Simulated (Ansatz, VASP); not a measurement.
# SrTiO3: VASP beside Ansatz

File INCAR:

```
ALGO = Normal
EDIFF = 1E-6
EDIFFG = -0.005
ENCUT = 600
GGA = PE
IBRION = 2
ISIF = 3
ISMEAR = 0
LASPH = True
LCHARG = False
LREAL = False
LWAVE = False
NELM = 60
NSW = 100
PREC = Accurate
SIGMA = 0.02
```

Contents of KPOINTS:

```
k-points
0
Gamma
  8 8 8
```

Contents of POSCAR:

```
SrTiO3
1.0
    3.9052800000      0.0000000000      0.0000000000
    0.0000000000      3.9052800000      0.0000000000
    0.0000000000      0.0000000000      3.9052800000
Sr Ti O
1 1 3
Direct
    0.5000000000      0.5000000000      0.5000000000
    0.0000000000      0.0000000000      0.0000000000
    0.5000000000      0.0000000000      0.0000000000
    0.0000000000      0.5000000000      0.0000000000
    0.0000000000      0.0000000000      0.5000000000
```

Input for Ansatz:

```yaml
crystal:
  lattice:
    - [3.90528, 0.0, 0.0]
    - [0.0, 3.90528, 0.0]
    - [0.0, 0.0, 3.90528]
  atoms:
    - { symbol: Sr, position: [0.5, 0.5, 0.5] }
    - { symbol: Ti, position: [0.0, 0.0, 0.0] }
    - { symbol: O, position: [0.5, 0.0, 0.0] }
    - { symbol: O, position: [0.0, 0.5, 0.0] }
    - { symbol: O, position: [0.0, 0.0, 0.5] }
basis:
  ecutwfc: 420
kpoints:
  mp_grid: { grid: [8, 8, 8] }
hamiltonian:
  xc: pbe
scf:
  occupations: { method: gaussian, width: 0.02 }
output:
  forces: true
  stress: true
  eigenvalues: true
relax:
  adjacent_minimum: "off"
  f_tol: 0.005
  max_steps: 80
  cell: { stress_tol: 0.05 }
```

Alike in both runs: task relaxation of cell and atoms; functional PBE; k mesh 8 × 8 × 8; occupations gaussian, width 0.02 eV; no spin polarisation.

```csv
,VASP,Ansatz
version,VASP 6.6.1,Ansatz 0.2.0
potentials or method,"VASP PAW PBE potentials, release 64 (Sr_sv, Ti_sv, O), cutoff 600 eV","scalar-relativistic, plane waves, PAW"
valence electrons in the cell,40,40
```

Ansatz gave:

| Item | Value |
| --- | --- |
| gap on the k mesh at the Fermi level, each at its own relaxed structure (eV) | 1.84 |
| relaxed volume (Å³/atom) | 12.20 |
| relaxed cell length with the largest relative difference (Å) | 3.936 |

Q: What did VASP give for the same quantities?

A: gap on the k mesh at the Fermi level, each at its own relaxed structure (eV): 1.81; relaxed volume (Å³/atom): 12.23; relaxed cell length with the largest relative difference (Å): 3.940.
